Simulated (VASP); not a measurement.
A run of VASP 6.6.1:

INCAR

```
SYSTEM = CuO
PREC = Accurate ; ENCUT = 700
EDIFF = 1E-6 ; ISMEAR = 0
SIGMA = 0.05 ; LREAL = .FALSE.
LASPH = .TRUE. ; NELM = 200
ALGO = Normal ; ISIF = 2
LWAVE = .FALSE. ; LCHARG = .FALSE.
LMAXMIX = 4 ; LDAU = .TRUE.
LDAUTYPE = 2 ; LDAUL = 2 -1
LDAUU = 5 0 ; LDAUJ = 0 0
LDAUPRINT = 1 ; GGA = CA
NBANDS = 33 ; GGA_COMPAT = .FALSE.
```

KPOINTS

```
Automatic mesh
0
G
  7 7 4
  0 0 0
```

Contents of POSCAR:

```
CuO
1.0
    2.3446497600     -1.7133998200      0.0000000000
    2.3446497600      1.7133998200      0.0000000000
   -0.8605499100      0.0000000000      5.0594394800
Cu O
2 2
Direct
    0.0032000000      0.4968000000      0.0000000000
    0.4968000000      0.0032000000      0.5000000000
    0.5714000000      0.4056000000      0.2537000000
    0.4056000000      0.5714000000      0.7537000000
```

Potentials or basis: VASP PAW LDA potentials, release 64 (Cu_sv_GW, O).

The run is started by

```bash
$ cat potpaw_LDA.64/Cu_sv_GW/POTCAR potpaw_LDA.64/O/POTCAR > POTCAR
$ mpirun -np 1 vasp_std > vasp.out
```

Hardware: 1 thread of Intel(R) Xeon(R) Platinum 8259CL CPU @ 2.50GHz (Skylake/Cascade Lake), on a shared host.

Estimate the wall time of this run.

Run time: 2 min on 1 thread of Intel(R) Xeon(R) Platinum 8259CL CPU @ 2.50GHz (Skylake/Cascade Lake), with other jobs on the host, peak memory 0.25 GiB. Counts: scf iterations 13, k points 60.
